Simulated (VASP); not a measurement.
# Co2Sn (P6/mmm) in VASP: single point with PBE

Aim: the single point of Co2Sn with PBE.

All numbers are computed with VASP 6.6.1; they aren't measurements. Logs are shortened: lines on timing, memory, paths and dates and some standing lists are left out, and cuts for length are marked.

### Step 1. The cell of the first run

Symmetry: P6/mmm, No. 191, hexagonal system. The conventional cell has a = 4.011 Å, b = 4.011 Å, c = 7.936 Å, α = 90.00°, β = 90.00°, γ = 120.00°. Within 2.7 Å of Co (site symmetry mmm) lie 6 Co at 2.01 Å. Within 2.7 Å of Co (site symmetry 6/mmm) lie 6 Co at 2.01 Å and 2 Sn at 2.52 Å. Sn (site symmetry 6mm) has 7 Co at 2.52 to 3.22 Å and 1 Sn at 2.89 Å within 3.3 Å.

The cell was generated, and may not be a known phase.

### Step 2. Single point, PBE, collinear spin, ferromagnetic start

Contents of INCAR:

```
SYSTEM = Co2Sn
ALGO = Normal ; EDIFF = 1E-6
ENCUT = 520 ; GGA = PE
ISIF = 2 ; ISMEAR = 0
ISPIN = 2 ; LASPH = .True.
LCHARG = .False. ; LMAXMIX = 4
LORBIT = 11 ; LREAL = .False.
LWAVE = .False. ; MAGMOM = 3 3 3 3 0 0
NBANDS = 45 ; NELM = 150
PREC = Accurate ; SIGMA = 0.1
```

Contents of KPOINTS:

```
k-points
0
Gamma
  6 6 2
  0 0 0
```

Contents of POSCAR:

```
Co2Sn
1.0
    4.0112417300      0.0000000000      0.0000000000
   -2.0056208700      3.4738372400      0.0000000000
    0.0000000000      0.0000000000      7.9357295600
Co Sn
4 2
Direct
    0.5000000000      0.0000000000      0.5000000000
    0.0000000000      0.5000000000      0.5000000000
    0.5000000000      0.5000000000      0.5000000000
    0.0000000000      0.0000000000      0.5000000000
    0.0000000000      0.0000000000      0.1818925800
    0.0000000000      0.0000000000      0.8181074200
```

Potentials or basis: VASP PAW PBE potentials, release 64 (Co, Sn_d).

Command:

```console
cat potpaw_PBE.64/Co/POTCAR potpaw_PBE.64/Sn_d/POTCAR > POTCAR
mpirun -np 1 vasp_std > vasp.out
```

OUTCAR:

```text
SYSTEM = Co2Sn
   EDIFF = 1E-6
   ENCUT = 520
   GGA = PE
   ISIF = 2
   ISMEAR = 0
   ISPIN = 2
   LASPH = .True.
   LORBIT = 11
   LREAL = .False.
   NELM = 150
   PREC = Accurate

 ion  position               nearest neighbor table
   1  0.500  0.000  0.500-   2 2.01   2 2.01   4 2.01   4 2.01   3 2.01   3 2.01   6 3.22   5 3.22
                             6 3.22   5 3.22
   2  0.000  0.500  0.500-   1 2.01   1 2.01   3 2.01   3 2.01   4 2.01   4 2.01   5 3.22   6 3.22
                             6 3.22   5 3.22
   3  0.500  0.500  0.500-   4 2.01   4 2.01   2 2.01   2 2.01   1 2.01   1 2.01   6 3.22   5 3.22
                             5 3.22   6 3.22
   4  0.000  0.000  0.500-   3 2.01   3 2.01   1 2.01   1 2.01   2 2.01   2 2.01   6 2.52   5 2.52

   5  0.000  0.000  0.182-   4 2.52   6 2.89   3 3.22   3 3.22   1 3.22   1 3.22   2 3.22   2 3.22

   6  0.000  0.000  0.818-   4 2.52   5 2.89   3 3.22   3 3.22   1 3.22   1 3.22   2 3.22   2 3.22

  LATTYP: Found a hexagonal cell.
 ALAT       =     4.0112417300
 C/A-ratio  =     1.9783723082

  Lattice vectors:

 A1 = (   4.0112417300,   0.0000000000,   0.0000000000)
 A2 = (  -2.0056208700,   3.4738372400,   0.0000000000)
 A3 = (   0.0000000000,   0.0000000000,   7.9357295600)

Analysis of symmetry for initial positions (statically):
=====================================================================
 Subroutine PRICEL returns:
 Original cell was already a primitive cell.

 Routine SETGRP: Setting up the symmetry group for a
 hexagonal supercell.

 Subroutine GETGRP returns: Found 24 space group operations
 (whereof 24 operations were pure point group operations)
 out of a pool of 24 trial point group operations.

The static configuration has the point symmetry D_6h.

Analysis of symmetry for dynamics (positions and initial velocities):
=====================================================================
 Subroutine PRICEL returns:
 Original cell was already a primitive cell.

 Routine SETGRP: Setting up the symmetry group for a
 hexagonal supercell.

 Subroutine GETGRP returns: Found 24 space group operations
 (whereof 24 operations were pure point group operations)
 out of a pool of 24 trial point group operations.

The dynamic configuration has the point symmetry D_6h.

Analysis of structural, dynamic, and magnetic symmetry:
=====================================================================
 Subroutine PRICEL returns:
 Original cell was already a primitive cell.

 Routine SETGRP: Setting up the symmetry group for a
 hexagonal supercell.

 Subroutine GETGRP returns: Found 24 space group operations
 (whereof 24 operations were pure point group operations)
 out of a pool of 24 trial point group operations.

The overall configuration has the point symmetry D_6h.

 Subroutine INISYM returns: Found 24 space group operations
 (whereof 24 operations are pure point group operations),
 and found     1 'primitive' translations

----------------------------------------------------------------------------------------

                                     Primitive cell

  volume of cell :     110.5796

  direct lattice vectors                    reciprocal lattice vectors
     4.011241730  0.000000000  0.000000000     0.249299361  0.143933053  0.000000000
    -2.005620870  3.473837240  0.000000000     0.000000000  0.287866106  0.000000000
     0.000000000  0.000000000  7.935729560     0.000000000  0.000000000  0.126012359

  length of vectors
     4.011241730  4.011241733  7.935729560     0.287866106  0.287866106  0.126012359

  position of ions in fractional coordinates (direct lattice)
     0.500000000  0.000000000  0.500000000
     0.000000000  0.500000000  0.500000000
     0.500000000  0.500000000  0.500000000
     0.000000000  0.000000000  0.500000000
     0.000000000  0.000000000  0.181892580
     0.000000000  0.000000000  0.818107420

  ion indices of the primitive-cell ions
   primitive index   ion index
                 1           1
                 2           2
                 3           3
                 4           4
                 5           5
                 6           6

[... 41 lines left out ...]
  0.333333  0.333333  0.500000      2.000000
   k-points           NKPTS =     14   k-points in BZ     NKDIM =     14   number of bands    NBANDS=     45
   number of dos      NEDOS =    301   number of ions     NIONS =      6
   total plane-waves  NPLWV =  54000
   dimension x,y,z NGX =    30 NGY =   30 NGZ =   60
   dimension x,y,z NGXF=    60 NGYF=   60 NGZF=  120
   ions per type =               4   2
   NGX,Y,Z   is equivalent  to a cutoff of  12.43, 12.43, 12.57 a.u.
   NGXF,Y,Z  is equivalent  to a cutoff of  24.87, 24.87, 25.14 a.u.
 SYSTEM =  Co2Sn
   PREC   = accura    normal or accurate (medium, high low for compatibility)
   ISTART =      0    job   : 0-new  1-cont  2-samecut
   ICHARG =      2    charge: 1-file 2-atom 10-const
   ISPIN  =      2    spin polarized calculation?
   LNONCOLLINEAR =      F non collinear calculations
   LSORBIT =      F    spin-orbit coupling
   LASPH  =      T    aspherical Exc in radial PAW
   ENCUT  =  520.0 eV  38.22 Ry    6.18 a.u.   7.46  7.46 14.76*2*pi/ulx,y,z
   NELM   =    150;   NELMIN=  2; NELMDL= -5     # of ELM steps
   EDIFF  = 0.1E-05   stopping-criterion for ELM
   LREAL  =      F    real-space projection
   EDIFFG = 0.1E-04   stopping-criterion for IOM
   NSW    =      0    number of steps for IOM
   IBRION =     -1    ionic relax: 0-MD 1-quasi-New 2-CG
   NFREE  =      0    steps in history (QN), initial steepest desc. (CG)
   ISIF   =      2    stress and relaxation
   ISYM   =      2    0-nonsym 1-usesym 2-fastsym
   POTIM  = 0.5000    time-step for ionic-motion
   TEBEG  =    0.0;   TEEND  =   0.0 temperature during run
   PSTRESS=    0.0 pullay stress
   NELECT =      64.0000    total number of electrons
   NUPDOWN=      -1.0000    fix difference up-down
   EMIN   =  10.00;   EMAX   =-10.00  energy-range for DOS
   EFERMI =   0.00;   METHOD = LEGACY
   ISMEAR =     0;   SIGMA  =   0.10  broadening in eV -4-tet -1-fermi 0-gaus
   EFERMI_NEDOS =   21; number of points for ismear=-14 and -15
   IALGO  =     38    algorithm
   IMIX   =      4    mixing-type and parameters
     AMIX     =   0.40;   BMIX     =  1.00
     AMIX_MAG =   1.60;   BMIX_MAG =  1.00
  volume/ion in A,a.u.               =      18.43       124.37
  Fermi-wavevector in a.u.,A,eV,Ry     =   1.364300  2.578153 25.324708  1.861314
  Thomas-Fermi vector in A             =   2.490628
   LORBIT       =     11    0 simple, 1 ext, 2 COOP (PROOUT), +10 PAW based schemes
   GGA     = PE    functional components
   LHFCALC =     F    Hartree Fock is set to
   AEXX    =    0.0000 exact exchange contribution
   IVDW    =     0    specifies the selected vdW correction
   LEPSILON=     F    determine dielectric tensor
   LRPA    =     F    only Hartree local field effects (RPA)
 spin polarized calculation
 Gauss-broadening in eV      SIGMA  =   0.10
  energy-cutoff  :      520.00
  volume of cell :      110.58
 maximum number of plane-waves:      2993
 NGX is ok and might be reduce to    30
   NGX = 15   NGY = 15   NGZ = 29

 number of electron      64.0000000 magnetization      12.0000000

 number of electron      63.9999980 magnetization       3.5294623

 Free energy of the ion-electron system (eV)
  ---------------------------------------------------
  ext. energy  EPLUGINS =         0.00000000
  ---------------------------------------------------
  free energy    TOTEN  =       -24.62842387 eV

  energy without entropy =      -24.60999161  energy(sigma->0) =      -24.61920774

 E-fermi :   7.4997     XC(G=0): -10.6265

 val. band max:        7.4979739879   @ k =   0.0000   0.0000   0.0000
 cond. band min:       7.5421533738   @ k =   0.3333   0.3333   0.5000
 fundamental gap:      0.0441793859
 Fermi energy:         7.4997113222

 spin component 1

 k-point     1 :       0.0000    0.0000    0.0000
  band No.  band energies     occupation
      1     -14.1498      1.00000
      2     -14.0433      1.00000
      3     -14.0433      1.00000
      4     -14.0316      1.00000
      5     -14.0316      1.00000
      6     -14.0086      1.00000
[... 647 lines left out ...]
     43      16.6725      0.00000
     44      17.3748      0.00000
 Fermi energy:         7.4997113222

 spin component 2

 k-point     1 :       0.0000    0.0000    0.0000
  band No.  band energies     occupation
      1     -14.1330      1.00000
      2     -14.0426      1.00000
      3     -14.0426      1.00000
      4     -14.0310      1.00000
      5     -14.0310      1.00000
      6     -14.0023      1.00000
[... 647 lines left out ...]
     43      16.7852      0.00000
     44      17.4242      0.00000
 [bands above 44 left out]

------------------------ aborting loop because EDIFF is reached ----------------------------------------

  FORCE on cell =-STRESS in cart. coord.  units (eV):
  Direction    XX          YY          ZZ          XY          YZ          ZX
  --------------------------------------------------------------------------------------
  -------------------------------------------------------------------------------------
  Total       48.4063517     48.4063517      4.4465795     -0.0000001      0.0000000      0.0000000
  in kB      701.3548000    701.3548005     64.4260469     -0.0000010      0.0000000      0.0000000
  external PRESSURE =     489.0452158 kB  Pullay stress =       0.0000000 kB

 VOLUME and BASIS-vectors are now :
 -----------------------------------------------------------------------------
  energy-cutoff  :      520.00
  volume of cell :      110.58
      direct lattice vectors                 reciprocal lattice vectors
     4.011241730  0.000000000  0.000000000     0.249299361  0.143933053  0.000000000
    -2.005620870  3.473837240  0.000000000     0.000000000  0.287866106  0.000000000
     0.000000000  0.000000000  7.935729560     0.000000000  0.000000000  0.126012359

 POSITION                                       TOTAL-FORCE (eV/Angst)
 -----------------------------------------------------------------------------------
      2.00562      0.00000      3.96786        -0.000000     -0.000000      0.000000
     -1.00281      1.73692      3.96786        -0.000000     -0.000000      0.000000
      1.00281      1.73692      3.96786        -0.000000     -0.000000      0.000000
      0.00000      0.00000      3.96786        -0.000000     -0.000000      0.000000
      0.00000      0.00000      1.44345         0.000000      0.000000      0.956213
      0.00000      0.00000      6.49228        -0.000000     -0.000000     -0.956213
 -----------------------------------------------------------------------------------
    total drift:                               -0.000000      0.000000      0.000000

  FREE ENERGIE OF THE ION-ELECTRON SYSTEM (eV)
  ---------------------------------------------------
  free  energy   TOTEN  =       -24.6284238730 eV

  energy  without entropy=      -24.6099916135  energy(sigma->0) =      -24.61920774

 total charge

# of ion       s       p       d       tot
------------------------------------------
    1        0.731   0.757   7.681   9.169
    2        0.731   0.757   7.681   9.169
    3        0.731   0.757   7.681   9.169
    4        0.752   0.848   7.771   9.371
    5        1.313   0.832   9.981  12.125
    6        1.313   0.832   9.981  12.125
--------------------------------------------------
tot          5.572   4.782  50.774  61.127

 magnetization (x)

# of ion       s       p       d       tot
------------------------------------------
    1       -0.007  -0.028   0.928   0.893
    2       -0.007  -0.028   0.928   0.893
    3       -0.007  -0.028   0.928   0.893
    4       -0.008  -0.025   0.704   0.671
    5       -0.004   0.037  -0.003   0.030
    6       -0.004   0.037  -0.003   0.030
--------------------------------------------------
tot         -0.037  -0.035   3.483   3.411
```

Wall time 3 min (1 thread of Intel Xeon Platinum 8375C at 2.90GHz (Ice Lake), shared host); peak memory 0.31 GiB.

Results:

```yaml
Free_energy: -24.6284 eV
Pressure: 48.9 GPa
Largest_force: 0.956 eV/Å
Net_moment: 3.53 μB per cell
Site_moments: Co +0.89, +0.67 (each value once); Sn +0.03 μB
Valence_electrons_inside_the_program's_atomic_spheres: Co 9.17, 9.37 (each value once); Sn 12.12
```

Forces in eV/Å, atoms in the order of the input:
```
Co   0.000  0.000  0.000
Co   0.000  0.000  0.000
Co   0.000  0.000  0.000
Co   0.000  0.000  0.000
Sn   0.000  0.000  0.956
Sn   0.000  0.000 -0.956
```

Levels at points of the mesh, in eV from the Fermi level:
Spin up:
| k point | band 31 | band 32 | band 33 | band 34 | band 35 | band 36 | band 37 | band 38 |
| --- | --- | --- | --- | --- | --- | --- | --- | --- |
| (0.00, 0.00, 0.00) | 0.40 | 1.65 | 1.66 | 1.66 | 1.80 | 1.80 | 2.91 | 4.14 |
| (0.50, 0.00, 0.00) | -0.89 | -0.89 | -0.66 | -0.66 | -0.51 | -0.41 | 1.57 | 2.91 |
| (0.00, 0.00, 0.50) | 0.00 | 1.65 | 1.66 | 1.66 | 2.41 | 2.41 | 2.91 | 2.91 |
| (0.50, 0.00, 0.50) | -0.89 | -0.88 | -0.74 | -0.51 | -0.41 | -0.17 | 1.39 | 1.41 |
Spin down:
```
           k point  band 28  band 29  band 30  band 31  band 32  band 33  band 34  band 35
(0.00, 0.00, 0.00)     0.55     0.76     1.60     1.60     1.84     1.84     2.36     2.36
(0.50, 0.00, 0.00)    -0.64    -0.62    -0.59    -0.52    -0.28    -0.21    -0.19     1.00
(0.00, 0.00, 0.50)     0.55     0.76     1.60     1.60     2.36     2.36     2.42     2.45
(0.50, 0.00, 0.50)    -0.67    -0.62    -0.58    -0.48    -0.28    -0.19     0.59     1.00
```

Caveat: the k points lie up to 0.40 Å⁻¹ apart; spin-orbit coupling is left out, which moves the levels of the heavy elements.
